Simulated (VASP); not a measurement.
KCl: single point with PBE

The system is KCl.

```
CELL_PARAMETERS angstrom
3.63400 0.00000 0.00000
0.00000 3.63400 0.00000
0.00000 0.00000 3.52498
ATOMIC_POSITIONS crystal
K 0.00000 0.00000 0.00000
Cl 0.50000 0.50000 0.50000
```

This cell differs from its parent crystal: zz strain of -3 %.

* Program: VASP 6.6.1
* Task: single point
* Functional: PBE
* Potentials or basis: VASP PAW PBE potentials, release 64 (K_sv, Cl)
* Cutoff: 520 eV
* k mesh: 7 × 7 × 7
* Occupations: fermi-dirac, width 0.02 eV
* Spin: no spin polarisation
* Dipole correction: no
* Further INCAR settings: ALGO = Normal; EDIFF = 1e-06; NBANDS = 15

- Pressure: 5.8 GPa
- Band gap on the k mesh: 5.64 eV, indirect (least direct gap 5.82 eV)

Stress tensor (GPa, compression positive):
```
5.24 0.00 0.00
0.00 5.24 0.00
0.00 0.00 6.91
```

Levels at points of the mesh, in eV from the valence-band top:
| k point | band 5 | band 6 | band 7 | band 8 | band 9 | band 10 | band 11 | band 12 |
| --- | --- | --- | --- | --- | --- | --- | --- | --- |
| (0.00, 0.00, 0.00) | -11.19 | -0.39 | -0.39 | -0.18 | 5.64 | 6.15 | 6.33 | 10.87 |

Run time: 12 s on 1 thread of Intel(R) Xeon(R) Platinum 8488C (Sapphire Rapids) (shared host), peak memory 0.16 GiB.

Caveat: the cell differs from its parent crystal (zz strain of -3 %). A k mesh can miss the band edges.
